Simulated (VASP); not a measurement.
Input of a VASP 6.6.1 run:

The input INCAR:

```
  ALGO = Normal
  EDIFF = 1E-6
  ENCUT = 520
  GGA = PE
  ISIF = 2
  ISMEAR = 0
  IVDW = 12
  LASPH = T
  LCHARG = F
  LREAL = F
  LWAVE = F
  NBANDS = 17
  NELM = 100
  PREC = Accurate
  SIGMA = 0.05
```

The input KPOINTS:

```
k-points
0
Gamma
  12 12 12
```

POSCAR

```
SnSe
1.0
    0.0000000000      2.7579435845      3.5853266598
    2.7579435845      0.0000000000      3.5853266598
    2.7579435845      2.7579435845      0.0000000000
Sn Se
1 1
Direct
    0.0000000000      0.0000000000      0.0000000000
    0.5000000000      0.5000000000      0.5000000000
```

Potentials or basis: VASP PAW PBE potentials, release 64 (Sn_d, Se).

Launch:

```console
$ cat potpaw_PBE.64/Sn_d/POTCAR potpaw_PBE.64/Se/POTCAR > POTCAR
$ mpirun -np 1 vasp_std > vasp.out
```

**Question.** Estimate the pressure.

**Answer.** 6.3 GPa.

**Question.** Estimate the band gap on the k mesh.

**Answer.** Zero (bands 10 and 11 overlap by 0.89 eV).

Stress tensor (GPa, compression positive):
```
12.86  0.00  0.00
 0.00 12.86  0.00
 0.00  0.00 -6.95
```

Caveat: the stress differs along the axes, from -7 to 13 GPa; spin-orbit coupling is left out, which moves the levels of the heavy elements.
